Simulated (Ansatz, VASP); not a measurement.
# Two plane-wave programs on KCl

```xyz
2
Lattice="0.0000 3.1465 3.1465 3.1465 0.0000 3.1465 3.1465 3.1465 0.0000" Properties=species:S:1:pos:R:3 pbc="T T T"
K     0.2865    3.1873    3.1423
Cl    3.1564    3.0642    3.0751
```

Alike in both runs: task single point; functional PBE; k mesh 4 × 4 × 4; no spin polarisation.

|  | VASP | Ansatz |
| --- | --- | --- |
| version | VASP 6.6.1 | Ansatz 0.2.0 |
| potentials or method | VASP PAW PBE potentials, release 64 (K_sv, Cl), cutoff 500 eV | plane waves, PAW |
| occupations | gaussian, width 0.01 eV | fixed |
| valence electrons in the cell | 16 | 16 |

```csv
,VASP,Ansatz,Ansatz less VASP
pressure (GPa),1.5,1.4,-0.03
"traceless stress, the component that is largest in VASP (GPa)",1.23,1.21,-0.021
rms of the force components (eV/Å),0.282,0.277,-0.0050
```

Atom by atom the forces differ by 0.005 eV/Å (rms over components). Ansatz's warnings: stress scf threshold loose.

The k mesh is coarse, so the values compare programs but aren't converged.
